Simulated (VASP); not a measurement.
# Mn: single point with PBEsol

Mn:

```
Mn
1.0
    -1.37447    1.37447    1.37447
     1.37447   -1.37447    1.37447
     1.37447    1.37447   -1.37447
Mn
1
Direct
  0.00000 0.00000 0.00000
```

```yaml
Program: VASP 6.6.1
Task: single point
Functional: PBEsol
Potentials_or_basis: VASP PAW PBE potentials, release 64 (Mn_pv)
Cutoff: 520 eV
k_mesh: 10 × 10 × 10
Occupations: gaussian, width 0.1 eV
Spin: no spin polarisation
Dipole_correction: no
Further_INCAR_settings: ALGO = Normal; EDIFF = 1e-07; NBANDS = 12
```

```
Pressure : 0.0 GPa
```

Levels at points of the mesh, in eV from the Fermi level:
```
           k point  band 2  band 3  band 4  band 5  band 6  band 7  band 8  band 9  band 10  band 11
(0.00, 0.00, 0.00)  -47.85  -47.85   -8.84   -1.67   -1.67   -1.67    0.33    0.33    24.00    24.00
(0.50, 0.00, 0.00)  -48.12  -47.85   -5.19   -3.21    0.34    0.65    0.68    2.05     9.66    18.20
(0.50, 0.50, 0.50)  -48.44  -48.44   -5.08   -5.08    1.66    1.66    1.66   10.86    10.86    10.86
```

Wall time 6.5 s on 1 thread of Intel Xeon 8259CL, on a shared host, peak memory 0.12 GiB.

Caveat: the PAW data sets were made with another functional, which shifts forces and pressure a little; the run has no spin polarisation, though such a crystal can be magnetic. Spin polarisation is off, so any magnetic state and its effect on volume and gap are missing.
